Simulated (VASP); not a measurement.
A run of VASP 6.6.1 is set up as follows.

The input INCAR:

```
SYSTEM = LiHf8O16
ALGO = Normal ; EDIFF = 1E-6
ENCUT = 520 ; GGA = PE
ISIF = 2 ; ISMEAR = -1
LASPH = .TRUE. ; LCHARG = .FALSE.
LREAL = Auto ; LWAVE = .FALSE.
NBANDS = 108 ; NELECT = 178.0
NELM = 80 ; PREC = Accurate
SIGMA = 0.01
```

File KPOINTS:

```
k-points
0
G
  1 1 1
  0 0 0
```

POSCAR

```
LiHf8O16
1.0
    0.0000000000      5.0697034800      5.1017273300
    5.2943205200      0.0000000000      5.1017273300
    5.2943205200      5.0697034800      0.0000000000
Hf O Li
8 16 1
Direct
    0.2421299800      0.0072947426      0.0233834641
    0.7322041957      0.5220451403      0.5405071051
    0.2748573567      0.4787732492      0.9910113087
    0.7735295842      0.9685898836      0.4971926955
    0.2248604466      0.0232317716      0.5100488402
    0.7152170367      0.5391367817     -0.0061529520
    0.2644640162      0.4913858487      0.4746207229
    0.7558816469      0.9965598762      0.9723057160
    0.0358073203      0.3346456296      0.0262943232
    0.5294878051      0.8314744762      0.5560407495
    0.4067081564      0.4660192453      0.6678496470
    0.9024213185      0.9485205365      0.1759878701
    0.0990193518      0.3841987804      0.3470795448
    0.6023548838      0.8891383757      0.8542940036
    0.3421793371      0.6477920582      0.1143458459
    0.8385558931      0.1546858371      0.6097051862
    0.1303378663      0.8637544583      0.4035812939
    0.6340463438      0.3584464957      0.9069069559
    0.3985985861      0.0918995875      0.1442942632
    0.9007203970      0.5954792353      0.6448340151
    0.2058605896      0.1642749693      0.7103885865
    0.7101742203      0.6363384967      0.2253515497
    0.0753773194      0.7876594166      0.8406684591
    0.5914111866      0.2846482127      0.3384097841
    0.8976191334      0.3252324736      0.2989652849
```

Potentials or basis: VASP PAW PBE potentials, release 64 (Hf_pv, O, Li_sv).

The run is started by

```sh
$ cat potpaw_PBE.64/Hf_pv/POTCAR potpaw_PBE.64/O/POTCAR potpaw_PBE.64/Li_sv/POTCAR > POTCAR
$ mpirun -np 1 vasp_gam > vasp.out
```

(1) Estimate the largest force.

Results:

(1) 0.101 eV/Å.

Caveat: the k points lie up to 1.06 Å⁻¹ apart; the cell carries a net charge on a neutralising background, which shifts energy and pressure.
